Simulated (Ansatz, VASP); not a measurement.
One calculation of SiC, two programs

```xyz
2
Lattice="0.0000 2.0237 2.0237 2.0237 0.0000 2.0237 2.0237 2.0237 0.0000" Properties=species:S:1:pos:R:3 pbc="T T T"
Si    0.0000    0.0000    0.0000
C     1.0119    1.0119    1.0119
```

Alike in both runs: task single point; functional LDA; k mesh 10 × 10 × 10; no spin polarisation.

|  | VASP | Ansatz |
| --- | --- | --- |
| version | VASP 6.6.1 | Ansatz 0.2.0 |
| potentials or method | VASP PAW LDA potentials, release 64 (Si, C), cutoff 600 eV | scalar-relativistic, plane waves, PAW |
| occupations | gaussian, width 0.01 eV | fixed |
| valence electrons in the cell | 8 | 8 |

```tsv
	VASP	Ansatz	Ansatz less VASP
gap on the k mesh at the Fermi level (eV)	1.09	1.10	+0.015
least direct gap on the mesh (eV)	4.70	4.72	+0.021
```

LDA's correlation is that of Perdew and Zunger in VASP and of Perdew and Wang (1992) in Ansatz.
